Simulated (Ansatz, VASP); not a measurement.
## Two plane-wave programs on As

File INCAR:

```
PREC = Accurate
ENCUT = 400
EDIFF = 1E-6
ISMEAR = 0
SIGMA = 0.02
LREAL = False
LASPH = True
NELM = 120
ALGO = Normal
ISIF = 2
LWAVE = False
LCHARG = True
LDIPOL = True
IDIPOL = 3
DIPOL = 0.5 0.5 0.500
GGA = PE
LELF = True
LVHAR = True
LVACPOTAV = True
NBANDS = 22
GGA_COMPAT = False
NELMDL = -8
```

File KPOINTS:

```
regular mesh
0
Gamma
  9 9 1
```

POSCAR

```
As
1.0
    3.3810000000      0.0000000000      0.0000000000
   -1.6905000000      2.9280318902      0.0000000000
    0.0000000000      0.0000000000     28.0000000000
As
2
Direct
    0.3333333333      0.6666666667      0.5106428571
    0.6666666667      0.3333333333      0.4893571429
```

Input for Ansatz:

```yaml
crystal:
  lattice:
    - [3.381, 0.0, 0.0]
    - [-1.6905, 2.9280318902, 0.0]
    - [0.0, 0.0, 28.0]
  atoms:
    - { symbol: As, position: [0.3333333333, 0.6666666667, 0.5106428571] }
    - { symbol: As, position: [0.6666666667, 0.3333333333, 0.4893571429] }
  periodic: [true, true, false]
basis:
  ecutwfc: 420
kpoints:
  mp_grid: { grid: [9, 9, 1] }
hamiltonian:
  xc: pbe
scf:
  occupations: { method: gaussian, width: 0.02 }
output:
  forces: true
  stress: true
  eigenvalues: true
```

Alike in both runs: task single point; functional PBE; k mesh 9 × 9 × 1; occupations gaussian, width 0.02 eV; no spin polarisation.

```csv
,VASP,Ansatz
version,VASP 6.6.1,Ansatz 0.2.0
potentials or method,"VASP PAW PBE potentials, release 64 (As_d), cutoff 400 eV","scalar-relativistic, plane waves, PAW"
valence electrons in the cell,30,30
```

```csv
,VASP,Ansatz,Ansatz less VASP
rms of the force components (eV/Å),4.868,4.883,+0.0146
"work function, face that differs most (eV)",3.71,3.71,+0.003
```

Atom by atom the forces differ by 0.015 eV/Å (rms over components). With one functional, cell and mesh, what is left measures potentials, basis and numerics.
